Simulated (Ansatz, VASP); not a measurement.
As in VASP and in Ansatz

```
CELL_PARAMETERS angstrom
1.86713 1.07799 3.46237
-1.86713 1.07799 3.46237
0.00000 -2.15598 3.46237
ATOMIC_POSITIONS crystal
As 0.22754 0.22754 0.22754
As 0.77246 0.77246 0.77246
```

Change from the starting cell: volume scaled by 0.98.

Alike in both runs: task single point; functional LDA; k mesh 13 × 13 × 13; occupations fermi-dirac, width 0.05 eV; no spin polarisation.

|  | VASP | Ansatz |
| --- | --- | --- |
| version | VASP 6.6.1 | Ansatz 0.2.0 |
| potentials or method | VASP PAW LDA potentials, release 64 (As), cutoff 520 eV | all-electron LAPW, scalar-relativistic |

|  | VASP | Ansatz | Ansatz less VASP |
| --- | --- | --- | --- |
| pressure (GPa) | 0.5 | 0.1 | -0.44 |
| traceless stress, the component that is largest in VASP (GPa) | -1.09 | -0.95 | +0.139 |
| rms of the force components (eV/Å) | 0.160 | 0.116 | -0.0436 |

LDA's correlation is that of Perdew and Zunger in VASP and of Perdew and Wang (1992) in Ansatz. Atom by atom the forces differ by 0.044 eV/Å (rms over components). Ansatz ran all-electron here, and VASP with PAW potentials.
